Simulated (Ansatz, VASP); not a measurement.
BaTiO3: VASP beside Ansatz

File INCAR:

```
PREC = Accurate
ENCUT = 910
EDIFF = 1E-6
ISMEAR = -1
SIGMA = 0.05
LREAL = False
LASPH = True
NELM = 120
ALGO = Normal
ISIF = 2
LWAVE = False
LCHARG = False
GGA = PS
NBANDS = 28
GGA_COMPAT = False
```

Contents of KPOINTS:

```
Automatic mesh
0
Gamma
  7 7 7
```

File POSCAR:

```
BaTiO3
1.0
    3.9791132838      0.0000000000      0.0000000000
    0.0000000000      3.9791132838      0.0000000000
    0.0000000000      0.0000000000      3.9791132838
Ba Ti O
1 1 3
Direct
    0.5000000000      0.5000000000      0.5000000000
    0.0000000000      0.0000000000      0.0000000000
    0.0000000000      0.0000000000      0.5000000000
    0.0000000000      0.5000000000      0.0000000000
    0.5000000000      0.0000000000      0.0000000000
```

The input input.yaml:

```yaml
crystal:
  lattice:
    - [3.9791132838, 0.0, 0.0]
    - [0.0, 3.9791132838, 0.0]
    - [0.0, 0.0, 3.9791132838]
  atoms:
    - { symbol: Ba, position: [0.5, 0.5, 0.5] }
    - { symbol: Ti, position: [0.0, 0.0, 0.0] }
    - { symbol: O, position: [0.0, 0.0, 0.5] }
    - { symbol: O, position: [0.0, 0.5, 0.0] }
    - { symbol: O, position: [0.5, 0.0, 0.0] }
hamiltonian:
  xc: pbesol
  pseudopotentials: { kind: paw }
kpoints:
  mp_grid: { grid: [7, 7, 7] }
scf:
  occupations: { method: fermi_dirac, width: 0.05 }
output:
  forces: true
  stress: true
  eigenvalues: true
  write_density: true
  write_potential: true
  elf: true
  volumetric_format: npy
```

Alike in both runs: task single point; functional PBEsol; k mesh 7 × 7 × 7; occupations fermi-dirac, width 0.05 eV; no spin polarisation.

|  | VASP | Ansatz |
| --- | --- | --- |
| version | VASP 6.6.1 | Ansatz 0.2.0 |
| potentials or method | VASP PAW PBE potentials, release 64 (Ba_sv, Ti_sv, O_h) | Ansatz PAW |
| plane-wave cutoff (eV) | 910 | 420 |
| valence electrons in the cell | 40 | 40 |

VASP gave:

```
gap on the k mesh at the Fermi level (eV) : 1.80
least direct gap on the mesh (eV)         : 1.86
```

Task: Which values does Ansatz return?

Result: gap on the k mesh at the Fermi level (eV): 1.87; least direct gap on the mesh (eV): 1.89.

VASP's potentials were made for PBE, not for PBEsol.

Neither program's run includes spin-orbit coupling. Noted on VASP's run: the cutoff is short for stress, so the pressure is rough. Noted on Ansatz's run: odd divisions of the mesh miss points on the zone boundary, where band edges often lie, so the gap on the mesh can be too wide.
